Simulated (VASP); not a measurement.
A run of VASP 6.6.1 is set up as follows.

INCAR

```
  PREC = Accurate
  ENCUT = 520
  EDIFF = 1E-6
  ISMEAR = -1
  SIGMA = 0.08
  LREAL = False
  LASPH = True
  NELM = 80
  ALGO = Normal
  ISIF = 2
  LWAVE = False
  LCHARG = False
  GGA = PE
  NBANDS = 22
```

Contents of KPOINTS:

```
regular mesh
0
Gamma
  5 5 3
```

The input POSCAR:

```
Cl
1.0
    3.1450000000     -2.2500000000      0.0000000000
    3.1450000000      2.2500000000      0.0000000000
    0.0000000000      0.0000000000      8.2100000000
Cl
4
Direct
    0.8969900664      0.1609336220      0.0948224117
    0.5978456089      0.3579016089      0.6084488429
    0.1501557566      0.8720175344      0.8960114495
    0.3550085681      0.6091472348      0.4007172960
```

Potentials or basis: VASP PAW PBE potentials, release 64 (Cl).

The run is started by

```bash
$ cat potpaw_PBE.64/Cl/POTCAR > POTCAR
$ mpirun -np 1 vasp_std > vasp.out
```

(1) Estimate the pressure.

(2) What does it give for the band gap on the k mesh?

(3) Estimate the largest force.

Results:

(1) -0.3 GPa.

(2) 2.37 eV (least direct gap 2.43 eV).

(3) 0.508 eV/Å.

Caveat: this functional lacks dispersion, which holds the molecules together, so the pressure and a relaxed volume are unreliable; an odd mesh through Γ misses points on the zone boundary, where band edges can lie.
